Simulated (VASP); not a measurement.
Runs of VASP 6.6.1 on AgCl. The structure is that of space group Fm-3m (No. 225), or close to it. The cells are those of the table. 

```csv
task,cell,gap on the mesh (eV),pressure (GPa)
single point,"a = 3.830 Å, angles 60.0°, 2 atoms",0.72,0.9
relaxation of cell and atoms,"relaxed to 4 GPa from a = 3.852 Å, angles 60.0°, 2 atoms",0.73,4.0
relaxation of cell and atoms,"relaxed to 2 GPa from a = 3.852 Å, angles 60.0°, 2 atoms",0.72,2.0
relaxation of cell and atoms,"relaxed to 15 GPa from a = 3.852 Å, angles 60.0°, 2 atoms",0.80,15.0
relaxation of cell and atoms,"relaxed to 1 GPa from a = 3.852 Å, angles 60.0°, 2 atoms",0.72,1.0
single point,"a = 3.775 Å, angles 60.0°, 2 atoms",0.73,3.9
relaxation of cell and atoms,"relaxed to 7 GPa from a = 3.852 Å, angles 60.0°, 2 atoms",(a),7.0
single point,"a = 3.640 Å, angles 60.0°, 2 atoms",0.80,14.9
single point,"a = 3.811 Å, angles 60.0°, 2 atoms",0.72,(b)
```

Alike in all rows: level PBEsol; potentials or basis VASP PAW PBE potentials, release 64 (Ag, Cl); no spin polarisation; k mesh 8 × 8 × 8; smearing gaussian 0.01 eV.

**Question.** Fill in the values left out.

**Answer.** (a) 0.75; (b) 1.9.

Caveats: the PAW data sets were made with another functional, which shifts forces and pressure a little; the cell is relaxed towards a set pressure, so the run minimises the enthalpy, not the energy (at least some runs); the cell stands under pressure (at least some runs).

A k mesh can miss the band edges, and the runs leave out spin-orbit coupling on Ag.
